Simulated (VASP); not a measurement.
# Cs7Pb8Br23 (a cell with a defect) in VASP: single point with PBEsol

Aim: the single point of Cs7Pb8Br23 (a cell with a defect) with PBEsol.

Everything below comes from runs of VASP 6.6.1. Logs are shortened: lines on timing, memory, paths and dates and some standing lists are left out, and cuts for length are marked.

### Step 1. The cell of the first run

The cell holds a defect, 38 atoms: a = 11.763 Å, b = 11.763 Å, c = 11.763 Å, α = 90.00°, β = 90.00°, γ = 90.00°.

### Step 2. Single point, PBEsol

Input file INCAR:

```
ALGO = Normal
EDIFF = 1E-6
ENCUT = 520
GGA = PS
ISIF = 2
ISMEAR = -1
ISYM = 0
LASPH = True
LCHARG = False
LREAL = Auto
LWAVE = False
NBANDS = 193
NELM = 60
PREC = Accurate
SIGMA = 0.05
```

Input file KPOINTS:

```
Automatic mesh
0
Gamma
  1 1 1
  0.25 0.25 0.25
```

Input file POSCAR:

```
Cs7Pb8Br23
1.0
   11.7633300000      0.0000000000      0.0000000000
    0.0000000000     11.7633300000      0.0000000000
    0.0000000000      0.0000000000     11.7633300000
Cs Pb Br
7 8 23
Direct
    0.9917670000      0.0092120000      0.0069660000
    0.0055520000      0.9681980000      0.5023080000
    0.0011770000      0.5262340000      0.0018540000
    0.9484010000      0.5050910000      0.5051110000
    0.5172920000      0.9952180000      0.9931090000
    0.5347630000      0.9717420000      0.4815560000
    0.5151820000      0.5288100000      0.9901880000
    0.2479510000      0.2564840000      0.2672460000
    0.2440710000      0.2586530000      0.7362690000
    0.2531480000      0.7514380000      0.2478030000
    0.2511600000      0.7540870000      0.7503290000
    0.7523400000      0.2446380000      0.2504050000
    0.7488890000      0.2462190000      0.7543960000
    0.7536140000      0.7440830000      0.2468140000
    0.7507930000      0.7472750000      0.7480280000
    0.1782590000      0.2748400000      0.5002860000
    0.2125580000      0.7746220000      0.0005370000
    0.2732970000      0.7812760000      0.4996800000
    0.7397650000      0.2054770000      0.0027820000
    0.7803230000      0.2495980000      0.5020900000
    0.7798180000      0.7755270000      0.9976360000
    0.7341110000      0.7325570000      0.4974780000
    0.0088070000      0.2721800000      0.2019750000
    0.0050200000      0.2639230000      0.8036400000
    0.0038090000      0.7161500000      0.2785350000
    0.0014410000      0.7308330000      0.7179350000
    0.5010410000      0.1985840000      0.2547400000
    0.4960740000      0.2280330000      0.7683850000
    0.5038940000      0.7811390000      0.2157520000
    0.5011870000      0.7700310000      0.7846180000
    0.2145740000      0.0051780000      0.2469100000
    0.2233110000      0.0075890000      0.7616490000
    0.2725020000      0.4964160000      0.1964800000
    0.2567800000      0.5000230000      0.8014960000
    0.7884900000      0.9942590000      0.2731000000
    0.7674210000      0.9967020000      0.7221740000
    0.7430100000      0.4950230000      0.2087720000
    0.7553150000      0.4972540000      0.7838920000
```

Potentials or basis: VASP PAW PBE potentials, release 64 (Cs_sv, Pb_d, Br).

Run with:

```bash
cat potpaw_PBE.64/Cs_sv/POTCAR potpaw_PBE.64/Pb_d/POTCAR potpaw_PBE.64/Br/POTCAR > POTCAR
mpirun -np 1 vasp_std > vasp.out
```

OUTCAR:

```text
EDIFF = 1E-6
   ENCUT = 520
   GGA = PS
   ISIF = 2
   ISMEAR = -1
   ISYM = 0
   LASPH = True
   LREAL = Auto
   NELM = 60
   PREC = Accurate

 ion  position               nearest neighbor table
   1  0.992  0.009  0.007-
   2  0.006  0.968  0.502-
   3  0.001  0.526  0.002-
   4  0.948  0.505  0.505-
   5  0.517  0.995  0.993-
   6  0.535  0.972  0.482-
   7  0.515  0.529  0.990-
   8  0.248  0.256  0.267-  16 2.87  23 2.92  33 2.96  31 2.99  27 3.06
   9  0.244  0.259  0.736-  16 2.89  24 2.92  34 2.94  32 2.98  28 3.01
  10  0.253  0.751  0.248-  17 2.96  25 2.98  18 2.99  29 2.99  31 3.02  33 3.07
  11  0.251  0.754  0.750-  30 2.97  26 2.97  18 2.98  17 2.99  32 3.00  34 3.05
  12  0.752  0.245  0.250-  19 2.95  20 2.98  35 2.99  37 2.99  27 3.01  23 3.09
  13  0.749  0.246  0.754-  19 2.96  36 2.97  38 2.97  28 2.99  20 2.99  24 3.08
  14  0.754  0.744  0.247-  22 2.96  37 2.97  21 2.97  25 2.98  35 2.99  29 2.99
  15  0.751  0.747  0.748-  36 2.96  22 2.96  38 2.97  21 2.97  26 2.98  30 2.98
  16  0.178  0.275  0.500-   8 2.87   9 2.89
  17  0.213  0.775  0.001-  10 2.96  11 2.99
  18  0.273  0.781  0.500-  11 2.98  10 2.99
  19  0.740  0.205  0.003-  12 2.95  13 2.96
  20  0.780  0.250  0.502-  12 2.98  13 2.99
  21  0.780  0.776  0.998-  14 2.97  15 2.97
[... 15 lines left out ...]
  37  0.743  0.495  0.209-  14 2.97  12 2.99
  38  0.755  0.497  0.784-  15 2.97  13 2.97

IMPORTANT INFORMATION: All symmetrisations will be switched off!
NOSYMM: (Re-)initialisation of all symmetry stuff for point group C_1.

----------------------------------------------------------------------------------------

                                     Primitive cell

  volume of cell :    1627.7618

  direct lattice vectors                    reciprocal lattice vectors
    11.763330000  0.000000000  0.000000000     0.085009942  0.000000000  0.000000000
     0.000000000 11.763330000  0.000000000     0.000000000  0.085009942  0.000000000
     0.000000000  0.000000000 11.763330000     0.000000000  0.000000000  0.085009942

  length of vectors
    11.763330000 11.763330000 11.763330000     0.085009942  0.085009942  0.085009942

  position of ions in fractional coordinates (direct lattice)
     0.991767000  0.009212000  0.006966000
     0.005552000  0.968198000  0.502308000
     0.001177000  0.526234000  0.001854000
     0.948401000  0.505091000  0.505111000
     0.517292000  0.995218000  0.993109000
     0.534763000  0.971742000  0.481556000
[... 30 lines left out ...]
     0.743010000  0.495023000  0.208772000
     0.755315000  0.497254000  0.783892000

  ion indices of the primitive-cell ions
   primitive index   ion index
                 1           1
                 2           2
                 3           3
                 4           4
                 5           5
                 6           6
[... 30 lines left out ...]
                37          37
                38          38

----------------------------------------------------------------------------------------

 KPOINTS: Automatic mesh

Automatic generation of k-mesh.
 Grid dimensions read from file:
 generate k-points for:    1    1    1

 Generating k-lattice:

  Cartesian coordinates                     Fractional coordinates (reciprocal lattice)
     0.085009942  0.000000000  0.000000000     1.000000000  0.000000000  0.000000000
     0.000000000  0.085009942  0.000000000     0.000000000  1.000000000  0.000000000
     0.000000000  0.000000000  0.085009942     0.000000000  0.000000000  1.000000000

  Length of vectors
     0.085009942  0.085009942  0.085009942

  Shift w.r.t. Gamma in fractional coordinates (k-lattice)
     0.250000000  0.250000000  0.250000000

 Subroutine IBZKPT returns following result:
 ===========================================

 Found      4 irreducible k-points:

 Following reciprocal coordinates:
            Coordinates               Weight
  0.250000  0.250000  0.250000      2.000000
 -0.250000  0.250000  0.250000      2.000000
 -0.250000 -0.250000  0.250000      2.000000
  0.250000 -0.250000  0.250000      2.000000
   k-points           NKPTS =      4   k-points in BZ     NKDIM =      4   number of bands    NBANDS=    193
   number of dos      NEDOS =    301   number of ions     NIONS =     38
   total plane-waves  NPLWV = 729000
   dimension x,y,z NGX =    90 NGY =   90 NGZ =   90
   dimension x,y,z NGXF=   180 NGYF=  180 NGZF=  180
   ions per type =               7   8  23
   NGX,Y,Z   is equivalent  to a cutoff of  12.72, 12.72, 12.72 a.u.
   NGXF,Y,Z  is equivalent  to a cutoff of  25.44, 25.44, 25.44 a.u.
 SYSTEM =  unknown system
   PREC   = accura    normal or accurate (medium, high low for compatibility)
   ISTART =      0    job   : 0-new  1-cont  2-samecut
   ICHARG =      2    charge: 1-file 2-atom 10-const
   ISPIN  =      1    spin polarized calculation?
   LNONCOLLINEAR =      F non collinear calculations
   LSORBIT =      F    spin-orbit coupling
   LASPH  =      T    aspherical Exc in radial PAW
   ENCUT  =  520.0 eV  38.22 Ry    6.18 a.u.  21.87 21.87 21.87*2*pi/ulx,y,z
   NELM   =     60;   NELMIN=  2; NELMDL= -5     # of ELM steps
   EDIFF  = 0.1E-05   stopping-criterion for ELM
   LREAL  =      T    real-space projection
   EDIFFG = 0.1E-04   stopping-criterion for IOM
   NSW    =      0    number of steps for IOM
   IBRION =     -1    ionic relax: 0-MD 1-quasi-New 2-CG
   NFREE  =      0    steps in history (QN), initial steepest desc. (CG)
   ISIF   =      2    stress and relaxation
   ISYM   =      0    0-nonsym 1-usesym 2-fastsym
   POTIM  = 0.5000    time-step for ionic-motion
   TEBEG  =    0.0;   TEEND  =   0.0 temperature during run
   PSTRESS=    0.0 pullay stress
   NELECT =     336.0000    total number of electrons
   NUPDOWN=      -1.0000    fix difference up-down
   EMIN   =  10.00;   EMAX   =-10.00  energy-range for DOS
   EFERMI =   0.00;   METHOD = LEGACY
   ISMEAR =    -1;   SIGMA  =   0.05  broadening in eV -4-tet -1-fermi 0-gaus
   EFERMI_NEDOS =   21; number of points for ismear=-14 and -15
   IALGO  =     38    algorithm
   IMIX   =      4    mixing-type and parameters
     AMIX     =   0.40;   BMIX     =  1.00
     AMIX_MAG =   1.60;   BMIX_MAG =  1.00
  volume/ion in A,a.u.               =      42.84       289.07
  Fermi-wavevector in a.u.,A,eV,Ry     =   0.967515  1.828338 12.736210  0.936085
  Thomas-Fermi vector in A             =   2.097407
   LORBIT       =      0    0 simple, 1 ext, 2 COOP (PROOUT), +10 PAW based schemes
   GGA     = PS    functional components
   LHFCALC =     F    Hartree Fock is set to
   AEXX    =    0.0000 exact exchange contribution
   IVDW    =     0    specifies the selected vdW correction
   LEPSILON=     F    determine dielectric tensor
   LRPA    =     F    only Hartree local field effects (RPA)
 non-spin polarized calculation
  energy-cutoff  :      520.00
  volume of cell :     1627.76
 maximum number of plane-waves:     43828
 NGX is ok and might be reduce to    90
   NGX = 43   NGY = 43   NGZ = 43

 number of electron     336.0000003 magnetization

 Free energy of the ion-electron system (eV)
  ---------------------------------------------------
  ext. energy  EPLUGINS =         0.00000000
  ---------------------------------------------------
  free energy    TOTEN  =      -127.71598753 eV

  energy without entropy =     -127.71598753  energy(sigma->0) =     -127.71598753

 E-fermi :   1.0244     XC(G=0):  -7.4600

 val. band max:       -0.2450893911   @ k =  -0.2500   0.2500   0.2500
 cond. band min:       2.3353951497   @ k =   0.2500  -0.2500   0.2500
 fundamental gap:      2.5804845408
 Fermi energy:         1.0243943539

 k-point     1 :       0.2500    0.2500    0.2500
  band No.  band energies     occupation
      1     -20.4980      2.00000
      2     -20.4443      2.00000
      3     -20.4254      2.00000
      4     -20.3605      2.00000
      5     -20.3494      2.00000
      6     -20.2984      2.00000
[... 172 lines left out ...]
    179       3.4706      0.00000
    180       3.5368      0.00000

 k-point     2 :      -0.2500    0.2500    0.2500
  band No.  band energies     occupation
      1     -20.4980      2.00000
      2     -20.4443      2.00000
      3     -20.4254      2.00000
      4     -20.3605      2.00000
      5     -20.3494      2.00000
      6     -20.2984      2.00000
[... 172 lines left out ...]
    179       3.4956      0.00000
    180       3.5411      0.00000

 k-point     3 :      -0.2500   -0.2500    0.2500
  band No.  band energies     occupation
      1     -20.4980      2.00000
      2     -20.4443      2.00000
      3     -20.4254      2.00000
      4     -20.3605      2.00000
      5     -20.3494      2.00000
      6     -20.2984      2.00000
[... 172 lines left out ...]
    179       3.4784      0.00000
    180       3.5520      0.00000

 k-point     4 :       0.2500   -0.2500    0.2500
  band No.  band energies     occupation
      1     -20.4980      2.00000
      2     -20.4443      2.00000
      3     -20.4254      2.00000
      4     -20.3605      2.00000
      5     -20.3494      2.00000
      6     -20.2984      2.00000
[... 172 lines left out ...]
    179       3.4815      0.00000
    180       3.5657      0.00000
 [bands above 180 left out]

------------------------ aborting loop because EDIFF is reached ----------------------------------------

  FORCE on cell =-STRESS in cart. coord.  units (eV):
  Direction    XX          YY          ZZ          XY          YZ          ZX
  --------------------------------------------------------------------------------------
  -------------------------------------------------------------------------------------
  Total       -6.1330182     -4.9745669     -4.4988626     -0.1677764     -0.1914145      0.0243886
  in kB       -6.0366222     -4.8963789     -4.4281515     -0.1651393     -0.1884059      0.0240053
  external PRESSURE =      -5.1203842 kB  Pullay stress =       0.0000000 kB

 VOLUME and BASIS-vectors are now :
 -----------------------------------------------------------------------------
  energy-cutoff  :      520.00
  volume of cell :     1627.76
      direct lattice vectors                 reciprocal lattice vectors
    11.763330000  0.000000000  0.000000000     0.085009942  0.000000000  0.000000000
     0.000000000 11.763330000  0.000000000     0.000000000  0.085009942  0.000000000
     0.000000000  0.000000000 11.763330000     0.000000000  0.000000000  0.085009942

 POSITION                                       TOTAL-FORCE (eV/Angst)
 -----------------------------------------------------------------------------------
     11.66648      0.10836      0.08194        -0.000500     -0.000003     -0.004929
      0.06531     11.38923      5.90881         0.006790      0.002563     -0.005147
      0.01385      6.19026      0.02181        -0.000940      0.003709      0.000540
     11.15635      5.94155      5.94179         0.000533     -0.009251      0.001278
      6.08508     11.70708     11.68227        -0.002655      0.010085      0.003093
      6.29059     11.43092      5.66470        -0.002122      0.007628      0.010486
[... 30 lines left out ...]
      8.74027      5.82312      2.45585         0.004749     -0.003698      0.009004
      8.88502      5.84936      9.22118        -0.003993      0.001657      0.002481
 -----------------------------------------------------------------------------------
    total drift:                                0.009399     -0.034295     -0.027408

  FREE ENERGIE OF THE ION-ELECTRON SYSTEM (eV)
  ---------------------------------------------------
  free  energy   TOTEN  =      -127.7159875315 eV

  energy  without entropy=     -127.7159875315  energy(sigma->0) =     -127.71598753
```

It took 61 min on 1 thread of AMD EPYC 7R13 (Zen 3), shared host; peak memory 1.8 GiB.

What came out:

```
Free energy            : -127.7160 eV
Pressure               : -0.5 GPa
Largest force          : 0.032 eV/Å
Band gap on the k mesh : 2.58 eV
```

Forces in eV/Å, atoms in the order of the input:
```
Cs  -0.001  0.000 -0.005
Cs   0.007  0.003 -0.005
Cs  -0.001  0.004  0.001
Cs   0.001 -0.009  0.001
Cs  -0.003  0.010  0.003
Cs  -0.002  0.008  0.010
Cs  -0.012  0.010  0.012
Pb   0.019 -0.005 -0.018
Pb   0.010 -0.009 -0.009
Pb  -0.005 -0.004  0.003
Pb  -0.005  0.006  0.015
Pb  -0.029 -0.010 -0.009
Pb   0.004  0.008  0.008
Pb   0.008 -0.001  0.002
Pb   0.012  0.000  0.006
Br  -0.006 -0.011  0.019
Br  -0.001 -0.009 -0.007
Br   0.002  0.012  0.006
Br  -0.009  0.002 -0.019
Br  -0.005  0.011  0.007
Br   0.006 -0.008 -0.003
Br   0.001  0.001 -0.013
Br   0.002  0.002  0.000
Br   0.003  0.010 -0.002
Br   0.002  0.004  0.003
Br  -0.002 -0.006  0.003
Br   0.012 -0.004  0.007
Br  -0.001 -0.009 -0.007
Br  -0.002 -0.002 -0.004
Br   0.007  0.007 -0.006
Br  -0.010  0.004 -0.005
Br  -0.006  0.001 -0.008
Br   0.001  0.003  0.001
Br   0.015  0.002  0.005
Br  -0.007  0.007 -0.011
Br  -0.005 -0.022  0.009
Br   0.005 -0.004  0.009
Br  -0.004  0.002  0.002
```

Stress tensor (GPa, compression positive):
```
-0.60 -0.02  0.00
-0.02 -0.49 -0.02
 0.00 -0.02 -0.44
```

Levels at points of the mesh, in eV from the valence-band top:
| k point | band 165 | band 166 | band 167 | band 168 | band 169 | band 170 | band 171 | band 172 |
| --- | --- | --- | --- | --- | --- | --- | --- | --- |
| (0.25, 0.25, 0.25) | -0.40 | -0.31 | -0.28 | -0.01 | 2.58 | 3.03 | 3.07 | 3.21 |

Caveat: the PAW data sets were made with another functional, which shifts forces and pressure a little; spin-orbit coupling is left out, which moves the levels of the heavy elements.
